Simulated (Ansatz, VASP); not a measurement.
## TaN: VASP beside Ansatz

The input INCAR:

```
PREC = Accurate
ENCUT = 520
EDIFF = 1E-6
ISMEAR = -1
SIGMA = 0.05
LREAL = F
LASPH = T
NELM = 60
ALGO = Normal
ISIF = 2
LWAVE = F
LCHARG = F
NBANDS = 15
```

Contents of KPOINTS:

```
regular mesh
0
Gamma
  15 15 15
```

File POSCAR:

```
TaN
1.0
    0.0000000000      2.0181655479      2.0181655479
    2.0181655479      0.0000000000      2.0181655479
    2.0181655479      2.0181655479      0.0000000000
Ta N
1 1
Direct
    0.0000000000      0.0000000000      0.0000000000
    0.5000000000      0.5000000000      0.5000000000
```

Input for Ansatz:

```yaml
crystal:
  lattice:
    - [0.0, 2.0181655479, 2.0181655479]
    - [2.0181655479, 0.0, 2.0181655479]
    - [2.0181655479, 2.0181655479, 0.0]
  atoms:
    - { symbol: Ta, position: [0.0, 0.0, 0.0] }
    - { symbol: "N", position: [0.5, 0.5, 0.5] }
kpoints:
  mp_grid: { grid: [15, 15, 15] }
scf:
  occupations: { method: fermi_dirac, width: 0.05 }
hamiltonian:
  xc: lda
  pseudopotentials: { kind: all_electron, lapw: { basis_error: 0.001 } }
output:
  forces: true
  stress: true
  eigenvalues: true
  populations: true
```

Change from the starting cell: volume scaled by 0.8, LAPW.

Alike in both runs: task single point; functional LDA; k mesh 15 × 15 × 15; occupations fermi-dirac, width 0.05 eV; no spin polarisation.

|  | VASP | Ansatz |
| --- | --- | --- |
| version | VASP 6.6.1 | Ansatz 0.2.0 |
| potentials or method | VASP PAW LDA potentials, release 64 (Ta_pv, N), cutoff 520 eV | all-electron LAPW, scalar-relativistic |

Ansatz gave:

```
pressure (GPa) : 134.5
```

**Question.** Estimate VASP's values.

**Answer.** Pressure (GPa): 141.7.

LDA's correlation is that of Perdew and Zunger in VASP and of Perdew and Wang (1992) in Ansatz. Both programs put the cell under a high pressure, so it lies far from rest at this level. Ansatz ran all-electron here, and VASP with PAW potentials.

Neither program's run includes spin-orbit coupling. Noted on VASP's run: the cell as given lies far from equilibrium.
